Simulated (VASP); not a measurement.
# H3: single point with PBE

H3, in a box:

```
CELL_PARAMETERS angstrom
8.00000 0.00000 0.00000
0.00000 8.00000 0.00000
0.00000 0.00000 8.00000
ATOMIC_POSITIONS crystal
H 0.38375 0.50000 0.50000
H 0.50000 0.50000 0.50000
H 0.61625 0.50000 0.50000
```

* Program: VASP 6.6.1
* Task: single point
* Functional: PBE
* Potentials or basis: VASP PAW PBE potentials, release 64 (H)
* Cutoff: 400 eV
* k mesh: 1 × 1 × 1
* Occupations: gaussian, width 0.01 eV
* Spin: collinear spin
* Starting moments: [0.333, 0.333, 0.333] μB
* Fixed moment: 1 μB

| Property | Result |
| --- | --- |
| Largest force | 0.130 eV/Å |
| Net moment | 1.00 μB per cell |
| Site moments | H +0.23, -0.01 (each value once) μB |
| Valence electrons inside the program's atomic spheres | H 0.50, 0.60 (each value once) |

Forces on the atoms (eV/Å):
```
H   -0.130  0.000  0.000
H    0.000  0.000  0.000
H    0.130  0.000  0.000
```

Wall time 81 s on 1 thread of Intel Xeon 8259CL, on a shared host, peak memory 0.45 GiB.

Caveat: the total moment is fixed, so each spin has its own Fermi level and the state may be an excited one.
